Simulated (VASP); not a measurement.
TaSiO4, 6 atoms in the cell. It takes space group P-6m2 (No. 187, hexagonal). Conventional cell: a = 5.538 Å, b = 5.538 Å, c = 2.525 Å, α = 90.00°, β = 90.00°, γ = 120.00°. Within 3.3 Å of Ta (site symmetry -6m2) lie 2 Ta at 2.53 Å and 15 O at 3.06 to 3.20 Å and 3 Si at 3.20 Å. Within 2.4 Å of Si (site symmetry -6m2) lie 6 O at 1.81 Å. O (site symmetry -6m2) has 8 O at 2.28 to 2.53 Å within 3.0 Å. O (site symmetry mm2) has 2 Si at 1.81 Å and 4 O at 2.26 to 2.28 Å within 2.4 Å. 

* Program: VASP 6.6.1
* Task: single point
* Functional: PBE
* Potentials or basis: VASP PAW PBE potentials, release 64 (Ta_sv_GW, Si, O)
* Cutoff: 600 eV
* k mesh: 6 × 6 × 6
* Occupations: gaussian, width 0.1 eV
* Spin: no spin polarisation
* Dipole correction: no
* Second run: valence_matched
* Further INCAR settings: ALGO = Normal; EDIFF = 1e-06; NBANDS = 30

Potentials or basis: VASP PAW PBE potentials, release 64 (Ta_sv_GW, Si, O).

The run is started by

```console
$ cat potpaw_PBE.64/Ta_sv_GW/POTCAR potpaw_PBE.64/Si/POTCAR potpaw_PBE.64/O/POTCAR > POTCAR
$ mpirun -np 1 vasp_std > vasp.out
```

Hardware: 1 thread of Intel(R) Xeon(R) 6975P-C (Granite Rapids), with other jobs on the host.

**Question.** How long does it take, and how much memory?

**Answer.** Wall time 52 s on 1 thread of Intel(R) Xeon(R) 6975P-C (Granite Rapids), on a shared host, peak memory 0.25 GiB. Counts: scf iterations 24, k points 28.
